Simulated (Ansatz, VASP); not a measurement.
**Mg16O: VASP beside Ansatz**

INCAR

```
SYSTEM = Mg16O
PREC     = Accurate       ! precision mode
ENCUT    = 520            ! plane-wave cutoff, eV
EDIFF    = 1E-6           ! SCF threshold, eV
ISMEAR   = 0              ! smearing method
SIGMA    = 0.1            ! smearing width, eV
LREAL    = Auto         
LASPH    = .TRUE.         ! aspherical terms in the spheres
NELM     = 80             ! most SCF steps
ALGO     = Normal         ! electronic algorithm
ISIF     = 2              ! what is computed and relaxed
LWAVE    = .FALSE.        ! write WAVECAR
LCHARG   = .TRUE.         ! write CHGCAR
LDIPOL   = .TRUE.       
IDIPOL   = 3            
DIPOL    = 0.5 0.5 0.328
GGA      = PE             ! functional
LELF     = .TRUE.         ! ELF
LVHAR    = .TRUE.       
LVACPOTAV= .TRUE.       
NBANDS   = 33             ! bands
```

File KPOINTS:

```
Automatic mesh
0
G
  6 6 1
  0 0 0
```

POSCAR

```
Mg16O
1.0
    6.4201385705      0.0000000000      0.0000000000
   -3.2100692852      5.5600030979      0.0000000000
    0.0000000000      0.0000000000     24.7147783802
Mg O
16 1
Direct
    0.3333333333      0.1666666667      0.1618464847
    0.3333333333      0.6666666667      0.1618464847
    0.8333333333      0.1666666667      0.1618464847
    0.8333333333      0.6666666667      0.1618464847
    0.1666666667      0.3333333333      0.2657906286
    0.1666666667      0.8333333333      0.2657906286
    0.6666666667      0.3333333333      0.2657906286
    0.6666666667      0.8333333333      0.2657906286
    0.3333333333      0.1666666667      0.3682830748
    0.3333333333      0.6666666667      0.3682830748
    0.8333333333      0.1666666667      0.3682830748
    0.8333333333      0.6666666667      0.3682830748
    0.1666666667      0.3333333333      0.4739989249
    0.1666666667      0.8333333333      0.4739989249
    0.6666666667      0.3333333333      0.4739989249
    0.6666666667      0.8333333333      0.4739989249
    0.5000000000      0.0000000000      0.4938251192
```

Input for Ansatz:

```yaml
crystal:
  lattice:
    - [6.4201385705, 0.0, 0.0]
    - [-3.2100692852, 5.5600030979, 0.0]
    - [0.0, 0.0, 24.7147783802]
  atoms:
    - { symbol: Mg, position: [0.3333333333, 0.1666666667, 0.1618464847] }
    - { symbol: Mg, position: [0.3333333333, 0.6666666667, 0.1618464847] }
    - { symbol: Mg, position: [0.8333333333, 0.1666666667, 0.1618464847] }
    - { symbol: Mg, position: [0.8333333333, 0.6666666667, 0.1618464847] }
    - { symbol: Mg, position: [0.1666666667, 0.3333333333, 0.2657906286] }
    - { symbol: Mg, position: [0.1666666667, 0.8333333333, 0.2657906286] }
    - { symbol: Mg, position: [0.6666666667, 0.3333333333, 0.2657906286] }
    - { symbol: Mg, position: [0.6666666667, 0.8333333333, 0.2657906286] }
    - { symbol: Mg, position: [0.3333333333, 0.1666666667, 0.3682830748] }
    - { symbol: Mg, position: [0.3333333333, 0.6666666667, 0.3682830748] }
    - { symbol: Mg, position: [0.8333333333, 0.1666666667, 0.3682830748] }
    - { symbol: Mg, position: [0.8333333333, 0.6666666667, 0.3682830748] }
    - { symbol: Mg, position: [0.1666666667, 0.3333333333, 0.4739989249] }
    - { symbol: Mg, position: [0.1666666667, 0.8333333333, 0.4739989249] }
    - { symbol: Mg, position: [0.6666666667, 0.3333333333, 0.4739989249] }
    - { symbol: Mg, position: [0.6666666667, 0.8333333333, 0.4739989249] }
    - { symbol: O, position: [0.5, 0.0, 0.4938251192] }
basis:
  ecutwfc: 420
kpoints:
  mp_grid: { grid: [6, 6, 1] }
hamiltonian:
  xc: pbe
scf:
  occupations: { method: gaussian, width: 0.1 }
output:
  forces: true
  eigenvalues: true
efield:
  axis: 3
  dipole_correction: true
  ramp_width: 0.04
```

Alike in both runs: task single point; functional PBE; k mesh 6 × 6 × 1; occupations gaussian, width 0.1 eV; no spin polarisation.

```csv
,VASP,Ansatz
version,VASP 6.6.1,Ansatz 0.2.0
potentials or method,"VASP PAW PBE potentials, release 64 (Mg, O), cutoff 520 eV","scalar-relativistic, plane waves, PAW"
valence electrons in the cell,38,166
```

Ansatz gave:

* gap on the k mesh at the Fermi level (eV): none
* rms of the force components (eV/Å): 0.068
* work function, face that differs most (eV): 3.82

Task: What did VASP give for the same quantities?

Result: gap on the k mesh at the Fermi level (eV): none; rms of the force components (eV/Å): 0.067; work function, face that differs most (eV): 3.83.

Atom by atom the forces differ by 0.004 eV/Å (rms over components). A gap of «none» marks a metal or a gap that the smearing closes. VASP's potentials hold 38 valence electrons a cell and Ansatz's 166, so a difference there can come from the potentials and not from the codes.
